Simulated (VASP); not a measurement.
AlN:

```
Al N
1.0
     2.83285    0.00000    0.00000
    -1.41643    2.45332    0.00000
     0.00000    0.00000    4.84101
Al N
2 2
Direct
  0.00000 0.00000 0.00000
  0.00000 0.00000 0.50000
  0.33333 0.66667 0.25000
  0.66667 0.33333 0.75000
```

Program: VASP 6.6.1. Alike in all runs: level PBE; potentials or basis VASP PAW PBE potentials, release 64 (Al, N); no spin polarisation; cell as given; cutoff (eV) 520. Hardware: 1 thread of Intel(R) Xeon(R) Platinum 8488C (Sapphire Rapids), with other jobs on the host.

Question: Order these runs on this cell by their wall time, lowest first.
A. task single point; k mesh 6 × 6 × 4; smearing gaussian 0.01 eV
B. task dielectric tensor; k mesh 9 × 9 × 4; smearing gaussian 0.01 eV
C. task single point; k mesh 12 × 12 × 6; smearing fermi-dirac 0.02 eV

Answer: A (8.6 s), C (20 s), B (100 s).

Caveats: some runs use coarse meshes.
